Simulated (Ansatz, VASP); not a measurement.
# CdSe: VASP beside Ansatz

```
Cd Se
1.0
     0.00000    3.16238    3.07027
     3.16238    0.00000    3.07027
     3.16238    3.16238    0.00000
Cd Se
1 1
Cartesian
  0.0000 0.0000 0.0000
  1.5812 1.5812 1.5351
```

Change from the starting cell: equal xx and yy strain of +3 %, crystal datasets.

Alike in both runs: task electric field gradients; functional PBE; k mesh 8 × 8 × 8; occupations fermi-dirac, width 0.03 eV; no spin polarisation.

|  | VASP | Ansatz |
| --- | --- | --- |
| version | VASP 6.6.1 | Ansatz 0.2.0 |
| potentials or method | VASP PAW PBE potentials, release 64 (Cd, Se), cutoff 400 eV | all-electron PAW with datasets made for the crystal, scalar-relativistic |

|  | VASP | Ansatz | Ansatz less VASP |
| --- | --- | --- | --- |
| pressure (GPa) | -1.5 | -1.3 | +0.15 |
| traceless stress, the component that is largest in VASP (GPa) | 0.35 | 0.35 | +0.005 |
| size of Vzz on the site where it differs most (V/Å²) | 8.0 | 8.6 | +0.60 |

Ansatz ran all-electron here, and VASP with PAW potentials.
